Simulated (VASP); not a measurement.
Sn, 1 atom in the cell. It takes space group Im-3m (No. 229, cubic). Conventional cell: a = 3.789 Å, b = 3.789 Å, c = 3.789 Å, α = 90.00°, β = 90.00°, γ = 90.00°. Sn (site symmetry m-3m) has 14 Sn at 3.28 to 3.79 Å within 4.3 Å. 

| Item | Value |
| --- | --- |
| Program | VASP 6.6.1 |
| Task | single point |
| Functional | PBEsol |
| Potentials or basis | VASP PAW PBE potentials, release 64 (Sn_d) |
| Cutoff | 500 eV |
| k mesh | 10 × 10 × 10 |
| Occupations | methfessel-paxton, width 0.1 eV |
| Spin | no spin polarisation |
| Dipole correction | no |
| Further INCAR settings | ALGO = Normal; EDIFF = 1e-06; NBANDS = 13 |

Potentials or basis: VASP PAW PBE potentials, release 64 (Sn_d).

The run is started by

```bash
$ cat potpaw_PBE.64/Sn_d/POTCAR > POTCAR
$ mpirun -np 1 vasp_std > vasp.out
```

Hardware: 1 thread of Intel Xeon 6975P-C, on a shared host.

Q: Estimate the wall time of this run.

A: Run time: 9.3 s on 1 thread of Intel Xeon 6975P-C, on a shared host, peak memory 0.14 GiB. Counts: scf iterations 10, k points 47.
